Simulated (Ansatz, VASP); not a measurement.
**Two plane-wave programs on Na2F**

```
Na F
1.0
     3.34916    0.00000    0.00000
    -1.67458    2.90046    0.00000
     0.00000    0.00000    5.84868
Na F
2 1
Direct
  0.66667 0.33333 0.23231
  0.33333 0.66667 0.76769
  0.00000 0.00000 0.00000
```

Alike in both runs: task single point; functional PBE; dispersion D3(BJ); k mesh 6 × 6 × 4; occupations gaussian, width 0.1 eV; collinear spin.

```csv
,VASP,Ansatz
version,VASP 6.6.1,Ansatz 0.2.0
potentials or method,"VASP PAW PBE potentials, release 64 (Na_pv, F), cutoff 520 eV","scalar-relativistic, plane waves, PAW"
valence electrons in the cell,21,25
```

```csv
,VASP,Ansatz,Ansatz less VASP
gap on the k mesh at the Fermi level (eV),none,none,-
pressure (GPa),0.0,0.0,+0.06
"traceless stress, the component that is largest in VASP (GPa)",-0.10,-0.09,+0.008
rms of the force components (eV/Å),0.009,0.007,-0.0020
net moment per atom (μB),0.00,0.00,0.000
```

Atom by atom the forces differ by 0.002 eV/Å (rms over components). A gap of «none» marks a metal or a gap that the smearing closes. VASP's potentials hold 21 valence electrons a cell and Ansatz's 25, so a difference there can come from the potentials and not from the codes. Ansatz's warnings: seeded moment not kept.

The k mesh is coarse, so the values compare programs but aren't converged.
